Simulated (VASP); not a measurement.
# SnO2 (rutile type) (P4_2/mnm) in VASP: relaxation of cell and atoms with PBE

Aim: the relaxation of cell and atoms of SnO2 (rutile type) with PBE.

Program: VASP 6.6.1. These are calculated values, not measurements. Logs are shortened: lines on timing, memory, paths and dates and some standing lists are left out, and cuts for length are marked.

## (1) The cell of the first run

It takes space group P4_2/mnm (No. 136, tetragonal). The conventional cell has a = 4.686 Å, b = 4.686 Å, c = 3.093 Å, α = 90.00°, β = 90.00°, γ = 90.00°. Within 2.7 Å of Sn (site symmetry mmm) lie 6 O at 2.02 Å. O (site symmetry m2m) has 3 Sn at 2.02 Å and 1 O at 2.58 Å within 2.7 Å.

## (2) Relaxation of cell and atoms, PBE, target pressure 25 GPa, at which the enthalpy is minimised

The input, INCAR:

```
PREC = Accurate ; ENCUT = 600
EDIFF = 1E-6 ; ISMEAR = -1
SIGMA = 0.05 ; LREAL = False
LASPH = True ; NELM = 80
ALGO = Normal ; ISIF = 3
LWAVE = False ; LCHARG = False
GGA = PE ; IBRION = 2
NSW = 60 ; EDIFFG = -0.005
PSTRESS = 250.0
```

The input, KPOINTS:

```
Automatic mesh
0
Gamma
  7 7 11
```

The input, POSCAR:

```
SnO2
1.0
    4.6858567014      0.0000000000      0.0000000000
    0.0000000000      4.6858567014      0.0000000000
    0.0000000000      0.0000000000      3.0926654229
Sn O
2 4
Direct
    0.0000000000      0.0000000000      0.0000000000
    0.5000000000      0.5000000000      0.5000000000
    0.3050000000      0.3050000000      0.0000000000
    0.6950000000      0.6950000000      0.0000000000
    0.8050000000      0.1950000000      0.5000000000
    0.1950000000      0.8050000000      0.5000000000
```

Potentials or basis: VASP PAW PBE potentials, release 64 (Sn_d, O).

Started as:

```console
cat potpaw_PBE.64/Sn_d/POTCAR potpaw_PBE.64/O/POTCAR > POTCAR
mpirun -np 1 vasp_std > vasp.out
```

OUTCAR:

```text
PREC = Accurate
   ENCUT = 600
   EDIFF = 1E-6
   ISMEAR = -1
   LREAL = False
   LASPH = True
   NELM = 80
   ISIF = 3
   GGA = PE
   IBRION = 2
   NSW = 60
   EDIFFG = -0.005
   PSTRESS = 250.0

 ion  position               nearest neighbor table
   1  0.000  0.000  0.000-   5 2.02   6 2.02   5 2.02   6 2.02   3 2.02   4 2.02   2 3.66   2 3.66
                             2 3.66   2 3.66   2 3.66   2 3.66   2 3.66   2 3.66
   2  0.500  0.500  0.500-   3 2.02   4 2.02   3 2.02   4 2.02   5 2.02   6 2.02   1 3.66   1 3.66
                             1 3.66   1 3.66   1 3.66   1 3.66   1 3.66   1 3.66
   3  0.305  0.305  0.000-   2 2.02   2 2.02   1 2.02
   4  0.695  0.695  0.000-   2 2.02   2 2.02   1 2.02
   5  0.805  0.195  0.500-   1 2.02   1 2.02   2 2.02
   6  0.195  0.805  0.500-   1 2.02   1 2.02   2 2.02

  LATTYP: Found a simple tetragonal cell.
 ALAT       =     4.6858567014
 C/A-ratio  =     0.6600000000

  Lattice vectors:

 A1 = (   4.6858567014,   0.0000000000,   0.0000000000)
 A2 = (   0.0000000000,   4.6858567014,   0.0000000000)
 A3 = (   0.0000000000,   0.0000000000,   3.0926654229)

Analysis of symmetry for initial positions (statically):
=====================================================================
 Subroutine PRICEL returns:
 Original cell was already a primitive cell.

 Routine SETGRP: Setting up the symmetry group for a
 simple tetragonal supercell.

 Subroutine GETGRP returns: Found 16 space group operations
 (whereof  8 operations were pure point group operations)
 out of a pool of 16 trial point group operations.

The static configuration has the point symmetry D_2h.
 The point group associated with its full space group is D_4h.

Analysis of symmetry for dynamics (positions and initial velocities):
=====================================================================
 Subroutine PRICEL returns:
 Original cell was already a primitive cell.

 Routine SETGRP: Setting up the symmetry group for a
 simple tetragonal supercell.

 Subroutine GETGRP returns: Found 16 space group operations
 (whereof  8 operations were pure point group operations)
 out of a pool of 16 trial point group operations.

The dynamic configuration has the point symmetry D_2h.
 The point group associated with its full space group is D_4h.

 Subroutine INISYM returns: Found 16 space group operations
 (whereof  8 operations are pure point group operations),
 and found     1 'primitive' translations

----------------------------------------------------------------------------------------

                                     Primitive cell

  volume of cell :      67.9064

  direct lattice vectors                    reciprocal lattice vectors
     4.685856701  0.000000000  0.000000000     0.213408148  0.000000000  0.000000000
     0.000000000  4.685856701  0.000000000     0.000000000  0.213408148  0.000000000
     0.000000000  0.000000000  3.092665423     0.000000000  0.000000000  0.323345679

  length of vectors
     4.685856701  4.685856701  3.092665423     0.213408148  0.213408148  0.323345679

  position of ions in fractional coordinates (direct lattice)
     0.000000000  0.000000000  0.000000000
     0.500000000  0.500000000  0.500000000
     0.305000000  0.305000000  0.000000000
     0.695000000  0.695000000  0.000000000
     0.805000000  0.195000000  0.500000000
     0.195000000  0.805000000  0.500000000

  ion indices of the primitive-cell ions
   primitive index   ion index
                 1           1
                 2           2
                 3           3
                 4           4
                 5           5
                 6           6

----------------------------------------------------------------------------------------

 KPOINTS: Automatic mesh

Automatic generation of k-mesh.
 Grid dimensions read from file:
 generate k-points for:    7    7   11

 Generating k-lattice:

  Cartesian coordinates                     Fractional coordinates (reciprocal lattice)
     0.030486878  0.000000000  0.000000000     0.142857143  0.000000000  0.000000000
     0.000000000  0.030486878  0.000000000     0.000000000  0.142857143  0.000000000
     0.000000000  0.000000000  0.029395062     0.000000000  0.000000000  0.090909091

  Length of vectors
     0.030486878  0.030486878  0.029395062

  Shift w.r.t. Gamma in fractional coordinates (k-lattice)
     0.000000000  0.000000000  0.000000000

 Subroutine IBZKPT returns following result:
 ===========================================

 Found     60 irreducible k-points:

 Following reciprocal coordinates:
            Coordinates               Weight
  0.000000  0.000000  0.000000      1.000000
  0.142857  0.000000  0.000000      4.000000
  0.285714  0.000000  0.000000      4.000000
  0.428571  0.000000  0.000000      4.000000
  0.142857  0.142857  0.000000      4.000000
  0.285714  0.142857  0.000000      8.000000
[... 16 lines left out ...]
  0.285714  0.000000  0.181818      8.000000
  0.428571  0.000000  0.181818      8.000000
 [... further k-points ...]
   k-points           NKPTS =     60   k-points in BZ     NKDIM =     60   number of bands    NBANDS=     31
   number of dos      NEDOS =    301   number of ions     NIONS =      6
   total plane-waves  NPLWV =  44800
   dimension x,y,z NGX =    40 NGY =   40 NGZ =   28
   dimension x,y,z NGXF=    80 NGYF=   80 NGZF=   56
   ions per type =               2   4
   NGX,Y,Z   is equivalent  to a cutoff of  14.19, 14.19, 15.05 a.u.
   NGXF,Y,Z  is equivalent  to a cutoff of  28.38, 28.38, 30.10 a.u.
 SYSTEM =  unknown system
   PREC   = accura    normal or accurate (medium, high low for compatibility)
   ISTART =      0    job   : 0-new  1-cont  2-samecut
   ICHARG =      2    charge: 1-file 2-atom 10-const
   ISPIN  =      1    spin polarized calculation?
   LNONCOLLINEAR =      F non collinear calculations
   LSORBIT =      F    spin-orbit coupling
   LASPH  =      T    aspherical Exc in radial PAW
   ENCUT  =  600.0 eV  44.10 Ry    6.64 a.u.   9.36  9.36  6.18*2*pi/ulx,y,z
   NELM   =     80;   NELMIN=  2; NELMDL= -5     # of ELM steps
   EDIFF  = 0.1E-05   stopping-criterion for ELM
   LREAL  =      F    real-space projection
   EDIFFG = -.5E-02   stopping-criterion for IOM
   NSW    =     60    number of steps for IOM
   IBRION =      2    ionic relax: 0-MD 1-quasi-New 2-CG
   NFREE  =      1    steps in history (QN), initial steepest desc. (CG)
   ISIF   =      3    stress and relaxation
   ISYM   =      2    0-nonsym 1-usesym 2-fastsym
   POTIM  = 0.5000    time-step for ionic-motion
   TEBEG  =    0.0;   TEEND  =   0.0 temperature during run
   PSTRESS=  250.0 pullay stress
   NELECT =      52.0000    total number of electrons
   NUPDOWN=      -1.0000    fix difference up-down
   EMIN   =  10.00;   EMAX   =-10.00  energy-range for DOS
   EFERMI =   0.00;   METHOD = LEGACY
   ISMEAR =    -1;   SIGMA  =   0.05  broadening in eV -4-tet -1-fermi 0-gaus
   EFERMI_NEDOS =   21; number of points for ismear=-14 and -15
   IALGO  =     38    algorithm
   IMIX   =      4    mixing-type and parameters
     AMIX     =   0.40;   BMIX     =  1.00
     AMIX_MAG =   1.60;   BMIX_MAG =  1.00
  volume/ion in A,a.u.               =      11.32        76.38
  Fermi-wavevector in a.u.,A,eV,Ry     =   1.497749  2.830335 30.521287  2.243251
  Thomas-Fermi vector in A             =   2.609597
   LORBIT       =      0    0 simple, 1 ext, 2 COOP (PROOUT), +10 PAW based schemes
   GGA     = PE    functional components
   LHFCALC =     F    Hartree Fock is set to
   AEXX    =    0.0000 exact exchange contribution
   IVDW    =     0    specifies the selected vdW correction
   LEPSILON=     F    determine dielectric tensor
   LRPA    =     F    only Hartree local field effects (RPA)
 conjugate gradient relaxation of ions
 non-spin polarized calculation
  energy-cutoff  :      600.00
  volume of cell :       67.91
 maximum number of plane-waves:      2281
 NGX is ok and might be reduce to    40
   NGX = 19   NGY = 19   NGZ = 13

--------------------------------------- Ionic step        1  -------------------------------------------

 number of electron      51.9999986 magnetization

 Free energy of the ion-electron system (eV)
  ---------------------------------------------------
  ext. energy  EPLUGINS =         0.00000000
  ---------------------------------------------------
  free energy    TOTEN  =       -36.72224534 eV

  energy without entropy =      -36.72224534  energy(sigma->0) =      -36.72224534

------------------------ aborting loop because EDIFF is reached ----------------------------------------

  FORCE on cell =-STRESS in cart. coord.  units (eV):
  Direction    XX          YY          ZZ          XY          YZ          ZX
  --------------------------------------------------------------------------------------
  -------------------------------------------------------------------------------------
  Total        9.3497397      9.3497397     14.0703048      0.0000000      0.0000000      0.0000000
  in kB      220.5967742    220.5967742    331.9732900      0.0000000      0.0000000      0.0000000
  external PRESSURE =       7.7222795 kB  Pullay stress =     250.0000000 kB
[... 105 lines left out ...]
  FREE ENERGIE OF THE ION-ELECTRON SYSTEM (eV)
  ---------------------------------------------------
  free  energy   TOTEN  =       -36.8306741461 eV

  energy  without entropy=      -36.8306741458  energy(sigma->0) =      -36.83067415

  enthalpy is  TOTEN    =       -26.1757668068 eV   P V=       10.6549073393

[... ionic steps 4 to 7 ...]

--------------------------------------- Ionic step        8  -------------------------------------------

 number of electron      51.9999990 magnetization

------------------------ aborting loop because EDIFF is reached ----------------------------------------

  FORCE on cell =-STRESS in cart. coord.  units (eV):
  Direction    XX          YY          ZZ          XY          YZ          ZX
  --------------------------------------------------------------------------------------
  -------------------------------------------------------------------------------------
  Total       10.5403451     10.5403451     10.6198704      0.0000000      0.0000000      0.0000000
  in kB      249.6275732    249.6275732    251.5109747      0.0000000      0.0000000      0.0000000
  external PRESSURE =       0.2553737 kB  Pullay stress =     250.0000000 kB
[... 69 lines left out ...]
  enthalpy is  TOTEN    =       -26.1901376987 eV   P V=       10.5593758919

--------------------------------------- Ionic step       10  -------------------------------------------

 number of electron      51.9999990 magnetization

 Free energy of the ion-electron system (eV)
  ---------------------------------------------------
  ext. energy  EPLUGINS =         0.00000000
  ---------------------------------------------------
  free energy    TOTEN  =       -36.74836544 eV

  energy without entropy =      -36.74836544  energy(sigma->0) =      -36.74836544

 E-fermi :   7.7695     XC(G=0): -11.5696

 val. band max:        6.8174161791   @ k =   0.0000   0.0000   0.0000
 cond. band min:       8.6611795999   @ k =   0.0000   0.0000   0.0000
 fundamental gap:      1.8437634208
 Fermi energy:         7.7695266977

 k-point     1 :       0.0000    0.0000    0.0000
  band No.  band energies     occupation
      1     -14.3914      2.00000
      2     -13.4245      2.00000
      3     -13.1127      2.00000
      4     -13.1082      2.00000
      5     -13.0822      2.00000
      6     -13.0822      2.00000
[... 805 lines left out ...]
     30      15.1829      0.00000
     31      17.2007      0.00000

 [... further k-points ...]

------------------------ aborting loop because EDIFF is reached ----------------------------------------

  FORCE on cell =-STRESS in cart. coord.  units (eV):
  Direction    XX          YY          ZZ          XY          YZ          ZX
  --------------------------------------------------------------------------------------
  -------------------------------------------------------------------------------------
  Total       10.5421585     10.5421585     10.5440166     -0.0000000      0.0000000      0.0000000
  in kB      249.6196285    249.6196285    249.6636250     -0.0000000      0.0000000      0.0000000
  external PRESSURE =      -0.3657060 kB  Pullay stress =     250.0000000 kB
[... 21 lines left out ...]
  FREE ENERGIE OF THE ION-ELECTRON SYSTEM (eV)
  ---------------------------------------------------
  free  energy   TOTEN  =       -36.7483654357 eV

  energy  without entropy=      -36.7483654356  energy(sigma->0) =      -36.74836544

  enthalpy is  TOTEN    =       -26.1901427100 eV   P V=       10.5582227257

 reached required accuracy - stopping structural energy minimisation
```

Run time: 7 min. Hardware: 1 thread of Intel Xeon Platinum 8559C (Emerald Rapids), shared host; peak memory 0.29 GiB.

What came out:

```
Free energy                                            : -36.7484 eV
Relaxed volume                                         : 11.28 Å³/atom
Relaxed cell                                           : a = 4.615 Å, b = 4.615 Å, c = 3.177 Å, α = 90.00°, β = 90.00°, γ = 90.00°
Space group after relaxing (to 0.05 Å)                 : P4_2/mnm (No. 136)
Energy change on relaxing (the enthalpy is what falls) : -4.4 meV/atom
Ionic steps                                            : 10
Pressure after relaxing                                : 25.0 GPa
Largest force after relaxing                           : 0.004 eV/Å
Band gap on the k mesh                                 : 1.84 eV, direct
```

Forces on the atoms (eV/Å):
```
Sn   0.000  0.000  0.000
Sn   0.000  0.000  0.000
O   -0.003 -0.003  0.000
O    0.003  0.003  0.000
O   -0.003  0.003  0.000
O    0.003 -0.003  0.000
```

The path:
```
step  energy change (eV)  largest force (eV/Å)  pressure (GPa)  volume (Å³)
   1              0.0000                0.2796           25.77        67.91
   2             -0.1224                0.4222           21.69        68.41
   3             -0.1084                0.2412           22.59        68.28
   4              0.1134                0.1317           28.46        66.83
   5              0.0082                0.1787           25.83        67.47
   6             -0.0277                0.0372           24.93        67.68
   7             -0.0234                0.0079           25.06        67.65
   8             -0.0240                0.0119           25.03        67.65
   9             -0.0273                0.0014           24.89        67.67
  10             -0.0261                0.0036           24.96        67.66
```

Final structure:
```cif
data_structure
_symmetry_space_group_name_H-M 'P 1'
_symmetry_Int_Tables_number 1
_cell_length_a 4.6151
_cell_length_b 4.6151
_cell_length_c 3.1768
_cell_angle_alpha 90.000
_cell_angle_beta 90.000
_cell_angle_gamma 90.000
_cell_volume 67.66
loop_
_atom_site_label
_atom_site_type_symbol
_atom_site_fract_x
_atom_site_fract_y
_atom_site_fract_z
_atom_site_occupancy
Sn1 Sn 0.00000 0.00000 0.00000 1
Sn2 Sn 0.50000 0.50000 0.50000 1
O1 O 0.30530 0.30530 0.00000 1
O2 O 0.69470 0.69470 0.00000 1
O3 O 0.80530 0.19470 0.50000 1
O4 O 0.19470 0.80530 0.50000 1
```

Caveat: the cell is relaxed towards a set pressure, so the enthalpy falls and the energy may rise; spin-orbit coupling is left out, which moves the levels of the heavy elements. A hybrid or GW would open this gap; PBE tends to underestimate it.
